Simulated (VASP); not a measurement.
# AgCl (Pm-3m) in VASP: further runs

The runs below take AgCl through single point, with PBEsol.

Everything below comes from runs of VASP 6.6.1. Logs are shortened: lines on timing, memory, paths and dates and some standing lists are left out, and cuts for length are marked.

## 1. The cell of the first run

It takes space group Pm-3m (No. 221, cubic). Conventional cell: a = 3.364 Å, b = 3.364 Å, c = 3.364 Å, α = 90.00°, β = 90.00°, γ = 90.00°. Within 3.8 Å of Ag (site symmetry m-3m) lie 8 Cl at 2.91 Å and 6 Ag at 3.36 Å. Within 3.8 Å of Cl (site symmetry m-3m) lie 8 Ag at 2.91 Å and 6 Cl at 3.36 Å.

## 2. Single point, PBEsol (volume scaled by 0.94)

Input file INCAR:

```
SYSTEM = AgCl
ALGO = Normal ; EDIFF = 1E-6
ENCUT = 520 ; GGA = PS
ISIF = 2 ; ISMEAR = -1
LASPH = .TRUE. ; LCHARG = .TRUE.
LELF = .TRUE. ; LREAL = .FALSE.
LVHAR = .TRUE. ; LWAVE = .FALSE.
NBANDS = 16 ; NELM = 100
PREC = Accurate ; SIGMA = 0.01
```

Input file KPOINTS:

```
k-points
0
G
  9 9 9
  0 0 0
```

Input file POSCAR:

```
AgCl
1.0
    3.3638722485      0.0000000000      0.0000000000
    0.0000000000      3.3638722485      0.0000000000
    0.0000000000      0.0000000000      3.3638722485
Ag Cl
1 1
Direct
    0.0000000000      0.0000000000      0.0000000000
    0.5000000000      0.5000000000      0.5000000000
```

Potentials or basis: VASP PAW PBE potentials, release 64 (Ag, Cl).

On the command line:

```bash
> cat potpaw_PBE.64/Ag/POTCAR potpaw_PBE.64/Cl/POTCAR > POTCAR
> mpirun -np 1 vasp_std > vasp.out
```

OUTCAR:

```text
SYSTEM = AgCl
   EDIFF = 1E-6
   ENCUT = 520
   GGA = PS
   ISIF = 2
   ISMEAR = -1
   LASPH = .TRUE.
   LREAL = .FALSE.
   NELM = 100
   PREC = Accurate

 ion  position               nearest neighbor table
   1  0.000  0.000  0.000-   2 2.91   2 2.91   2 2.91   2 2.91   2 2.91   2 2.91   2 2.91   2 2.91

   2  0.500  0.500  0.500-   1 2.91   1 2.91   1 2.91   1 2.91   1 2.91   1 2.91   1 2.91   1 2.91

  LATTYP: Found a simple cubic cell.
 ALAT       =     3.3638722485

  Lattice vectors:

 A1 = (   3.3638722485,   0.0000000000,   0.0000000000)
 A2 = (   0.0000000000,   3.3638722485,   0.0000000000)
 A3 = (   0.0000000000,   0.0000000000,   3.3638722485)

Analysis of symmetry for initial positions (statically):
=====================================================================
 Subroutine PRICEL returns:
 Original cell was already a primitive cell.

 Routine SETGRP: Setting up the symmetry group for a
 simple cubic supercell.

 Subroutine GETGRP returns: Found 48 space group operations
 (whereof 48 operations were pure point group operations)
 out of a pool of 48 trial point group operations.

The static configuration has the point symmetry O_h .

Analysis of symmetry for dynamics (positions and initial velocities):
=====================================================================
 Subroutine PRICEL returns:
 Original cell was already a primitive cell.

 Routine SETGRP: Setting up the symmetry group for a
 simple cubic supercell.

 Subroutine GETGRP returns: Found 48 space group operations
 (whereof 48 operations were pure point group operations)
 out of a pool of 48 trial point group operations.

The dynamic configuration has the point symmetry O_h .

 Subroutine INISYM returns: Found 48 space group operations
 (whereof 48 operations are pure point group operations),
 and found     1 'primitive' translations

----------------------------------------------------------------------------------------

                                     Primitive cell

  volume of cell :      38.0644

  direct lattice vectors                    reciprocal lattice vectors
     3.363872248  0.000000000  0.000000000     0.297276450  0.000000000  0.000000000
     0.000000000  3.363872248  0.000000000     0.000000000  0.297276450  0.000000000
     0.000000000  0.000000000  3.363872248     0.000000000  0.000000000  0.297276450

  length of vectors
     3.363872248  3.363872248  3.363872248     0.297276450  0.297276450  0.297276450

[... 74 lines left out ...]
   ISPIN  =      1    spin polarized calculation?
   LNONCOLLINEAR =      F non collinear calculations
   LSORBIT =      F    spin-orbit coupling
   LASPH  =      T    aspherical Exc in radial PAW
   ENCUT  =  520.0 eV  38.22 Ry    6.18 a.u.   6.25  6.25  6.25*2*pi/ulx,y,z
   NELM   =    100;   NELMIN=  2; NELMDL= -5     # of ELM steps
   EDIFF  = 0.1E-05   stopping-criterion for ELM
   LREAL  =      F    real-space projection
   EDIFFG = 0.1E-04   stopping-criterion for IOM
   NSW    =      0    number of steps for IOM
   IBRION =     -1    ionic relax: 0-MD 1-quasi-New 2-CG
   NFREE  =      0    steps in history (QN), initial steepest desc. (CG)
   ISIF   =      2    stress and relaxation
   ISYM   =      2    0-nonsym 1-usesym 2-fastsym
   POTIM  = 0.5000    time-step for ionic-motion
   TEBEG  =    0.0;   TEEND  =   0.0 temperature during run
   PSTRESS=    0.0 pullay stress
   NELECT =      18.0000    total number of electrons
   NUPDOWN=      -1.0000    fix difference up-down
   EMIN   =  10.00;   EMAX   =-10.00  energy-range for DOS
   EFERMI =   0.00;   METHOD = LEGACY
   ISMEAR =    -1;   SIGMA  =   0.01  broadening in eV -4-tet -1-fermi 0-gaus
   EFERMI_NEDOS =   21; number of points for ismear=-14 and -15
   IALGO  =     38    algorithm
   IMIX   =      4    mixing-type and parameters
     AMIX     =   0.40;   BMIX     =  1.00
     AMIX_MAG =   1.60;   BMIX_MAG =  1.00
  volume/ion in A,a.u.               =      19.03       128.44
  Fermi-wavevector in a.u.,A,eV,Ry     =   1.275438  2.410229 22.133185  1.626743
  Thomas-Fermi vector in A             =   2.408151
   LORBIT       =      0    0 simple, 1 ext, 2 COOP (PROOUT), +10 PAW based schemes
   GGA     = PS    functional components
   LHFCALC =     F    Hartree Fock is set to
   AEXX    =    0.0000 exact exchange contribution
   IVDW    =     0    specifies the selected vdW correction
   LEPSILON=     F    determine dielectric tensor
   LRPA    =     F    only Hartree local field effects (RPA)
 non-spin polarized calculation
  energy-cutoff  :      520.00
  volume of cell :       38.06
 maximum number of plane-waves:      1039
 NGX is ok and might be reduce to    28
   NGX = 13   NGY = 13   NGZ = 13

 number of electron      17.9999996 magnetization

 Free energy of the ion-electron system (eV)
  ---------------------------------------------------
  ext. energy  EPLUGINS =         0.00000000
  ---------------------------------------------------
  free energy    TOTEN  =        -5.81455241 eV

  energy without entropy =       -5.81455241  energy(sigma->0) =       -5.81455241

 E-fermi :   4.8397     XC(G=0): -10.9486

 val. band max:        4.5500804853   @ k =   0.4444   0.0000   0.0000
 cond. band min:       5.0178687003   @ k =   0.0000   0.0000   0.0000
 fundamental gap:      0.4677882151
 Fermi energy:         4.8397094185

 k-point     1 :       0.0000    0.0000    0.0000
  band No.  band energies     occupation
      1     -10.3888      2.00000
      2       1.5519      2.00000
      3       1.5519      2.00000
      4       2.6432      2.00000
      5       2.6432      2.00000
      6       2.6432      2.00000
[... 433 lines left out ...]
      3       0.6540      2.00000
      4       1.9380      2.00000
      5       2.1165      2.00000
      6       2.3541      2.00000
[... 8 lines left out ...]
     15      18.7188      0.00000
     16      20.8685      0.00000

 [... further k-points ...]
[... 5 lines left out ...]
  --------------------------------------------------------------------------------------
  -------------------------------------------------------------------------------------
  Total       -0.4416771     -0.4416771     -0.4416771      0.0000000      0.0000000      0.0000000
  in kB      -18.5907532    -18.5907532    -18.5907532      0.0000000      0.0000000      0.0000000
  external PRESSURE =     -18.5907532 kB  Pullay stress =       0.0000000 kB

 VOLUME and BASIS-vectors are now :
 -----------------------------------------------------------------------------
  energy-cutoff  :      520.00
  volume of cell :       38.06
      direct lattice vectors                 reciprocal lattice vectors
     3.363872248  0.000000000  0.000000000     0.297276450  0.000000000  0.000000000
     0.000000000  3.363872248  0.000000000     0.000000000  0.297276450  0.000000000
     0.000000000  0.000000000  3.363872248     0.000000000  0.000000000  0.297276450

 POSITION                                       TOTAL-FORCE (eV/Angst)
 -----------------------------------------------------------------------------------
      0.00000      0.00000      0.00000         0.000000      0.000000      0.000000
      1.68194      1.68194      1.68194         0.000000      0.000000      0.000000
 -----------------------------------------------------------------------------------
    total drift:                                0.000000      0.000000      0.000000

  FREE ENERGIE OF THE ION-ELECTRON SYSTEM (eV)
  ---------------------------------------------------
  free  energy   TOTEN  =        -5.8145524055 eV

  energy  without entropy=       -5.8145524055  energy(sigma->0) =       -5.81455241
```

OSZICAR:

```text
N       E                     dE             d eps       ncg     rms          rms(c)
DAV:   1     0.100625696688E+03    0.10063E+03   -0.87919E+03  1128   0.103E+03
DAV:   2    -0.263671860623E+01   -0.10326E+03   -0.94663E+02  1408   0.228E+02
DAV:   3    -0.606320367382E+01   -0.34265E+01   -0.34197E+01  1312   0.439E+01
DAV:   4    -0.608370448989E+01   -0.20501E-01   -0.20499E-01  1520   0.375E+00
DAV:   5    -0.608393622762E+01   -0.23174E-03   -0.23174E-03  1384   0.386E-01    0.681E+00
DAV:   6    -0.582434480179E+01    0.25959E+00   -0.42808E-01  1360   0.943E+00    0.451E+00
DAV:   7    -0.581837329567E+01    0.59715E-02   -0.96648E-02  1160   0.204E+00    0.224E+00
DAV:   8    -0.581477964459E+01    0.35937E-02   -0.60862E-03  1392   0.771E-01    0.371E-01
DAV:   9    -0.581453321616E+01    0.24643E-03   -0.52147E-04  1440   0.356E-01    0.623E-02
DAV:  10    -0.581455056187E+01   -0.17346E-04   -0.66912E-05  1304   0.828E-02    0.277E-02
DAV:  11    -0.581455239042E+01   -0.18285E-05   -0.15582E-06  1120   0.111E-02    0.341E-03
DAV:  12    -0.581455240555E+01   -0.15126E-07   -0.46066E-07   680   0.589E-03
   1 F= -.58145524E+01 E0= -.58145524E+01  d E =-.945343E-11
```

stdout:

```text
POSCAR found type information on POSCAR AgCl
 POSCAR found :  2 types and       2 ions
 scaLAPACK will be used
 -----------------------------------------------------------------------------
|                                                                             |
|                                                                             |
|     You enforced a specific xc type in the INCAR file but a different       |
|     I HOPE YOU KNOW WHAT YOU ARE DOING!                                     |
|                                                                             |
 -----------------------------------------------------------------------------

 LDA part: xc-table for (Slater+PW92), standard interpolation
 POSCAR, INCAR and KPOINTS ok, starting setup
 FFT: planning ... GRIDC
 FFT: planning ... GRID_SOFT
 FFT: planning ... GRID
 WAVECAR not read
 entering main loop
```

It took 16 s on 1 thread of AMD EPYC 7R43 (Zen 3), shared host; peak memory 0.13 GiB.

What came out:

```yaml
Free_energy: -5.8146 eV
Pressure: -1.9 GPa
Band_gap_on_the_k_mesh: 0.47 eV, indirect (least direct gap 2.16 eV)
```

Caveat: the PAW data sets were made with another functional, which shifts forces and pressure a little.

## 3. Single point, PBEsol (volume scaled by 0.95)

Input file INCAR:

```
SYSTEM = AgCl
  ALGO = Normal
  EDIFF = 1E-6
  ENCUT = 520
  GGA = PS
  ISIF = 2
  ISMEAR = -1
  LASPH = .True.
  LCHARG = .False.
  LREAL = .False.
  LWAVE = .False.
  NBANDS = 16
  NELM = 100
  PREC = Accurate
  SIGMA = 0.01
```

Input file KPOINTS:

```
k-points
0
Gamma
  9 9 9
  0 0 0
```

Input file POSCAR:

```
AgCl
1.0
    3.3757588216      0.0000000000      0.0000000000
    0.0000000000      3.3757588216      0.0000000000
    0.0000000000      0.0000000000      3.3757588216
Ag Cl
1 1
Direct
    0.0000000000      0.0000000000      0.0000000000
    0.5000000000      0.5000000000      0.5000000000
```

Potentials or basis: VASP PAW PBE potentials, release 64 (Ag, Cl).

On the command line:

```bash
> cat potpaw_PBE.64/Ag/POTCAR potpaw_PBE.64/Cl/POTCAR > POTCAR
> mpirun -np 1 vasp_std > vasp.out
```

Wall time 14 s (1 thread of AMD EPYC 7R43 (Zen 3), shared host); peak memory 0.13 GiB.

Results (log left out):

| Quantity | Value |
| --- | --- |
| Free energy | -5.8094 eV |
| Pressure | -2.4 GPa |
| Band gap on the k mesh | 0.46 eV, indirect (least direct gap 2.12 eV) |

Levels at points of the mesh, in eV from the valence-band top:
```
           k point  band 5  band 6  band 7  band 8  band 9  band 10  band 11  band 12  band 13  band 14
(0.00, 0.00, 0.00)   -1.88   -1.88   -1.66   -1.66   -1.66     0.46     9.27     9.27    13.92    13.92
```

Caveat: the PAW data sets were made with another functional, which shifts forces and pressure a little.

## 4. Single point, PBEsol (volume scaled by 0.98)

Input file INCAR:

```
  PREC = Accurate
  ENCUT = 520
  EDIFF = 1E-6
  ISMEAR = -1
  SIGMA = 0.01
  LREAL = False
  LASPH = True
  NELM = 60
  ALGO = Normal
  ISIF = 2
  LWAVE = False
  LCHARG = False
  GGA = PS
  NBANDS = 16
```

Input file KPOINTS:

```
regular mesh
0
Gamma
  9 9 9
```

Input file POSCAR:

```
AgCl
1.0
    3.4109255069      0.0000000000      0.0000000000
    0.0000000000      3.4109255069      0.0000000000
    0.0000000000      0.0000000000      3.4109255069
Ag Cl
1 1
Direct
    0.0000000000      0.0000000000      0.0000000000
    0.5000000000      0.5000000000      0.5000000000
```

On the command line:

```bash
> cat potpaw_PBE.64/Ag/POTCAR potpaw_PBE.64/Cl/POTCAR > POTCAR
> mpirun -np 1 vasp_std > vasp.out
```

Run time: 14 s. Hardware: 1 thread of AMD EPYC 7R43 (Zen 3), shared host; peak memory 0.13 GiB.

The run converged. Its results:

| Quantity | Value |
| --- | --- |
| Free energy | -5.7860 eV |
| Pressure | -3.9 GPa |
| Band gap on the k mesh | 0.45 eV, indirect (least direct gap 2.00 eV) |

Levels at points of the mesh, in eV from the valence-band top:
| k point | band 7 | band 8 | band 9 | band 10 | band 11 | band 12 |
| --- | --- | --- | --- | --- | --- | --- |
| (0.00, 0.00, 0.00) | -1.56 | -1.56 | -1.56 | 0.45 | 9.30 | 9.30 |

Caveat: the PAW data sets were made with another functional, which shifts forces and pressure a little.

## 5. The runs side by side

| cell | gap on the mesh (eV) | pressure (GPa) |
| --- | --- | --- |
| a = 3.364 Å, 2 atoms | 0.47 | -1.9 |
| a = 3.376 Å, 2 atoms | 0.46 | -2.4 |
| a = 3.411 Å, 2 atoms | 0.45 | -3.9 |

Alike in all rows: task single point; level PBEsol; potentials or basis VASP PAW PBE potentials, release 64 (Ag, Cl); no spin polarisation; k mesh 9 × 9 × 9; cutoff (eV) 520; smearing fermi-dirac 0.01 eV.

Caveats: the PAW data sets were made with another functional, which shifts forces and pressure a little.

Total energies depend on the potentials used, so only differences within one code and one set of settings carry meaning.
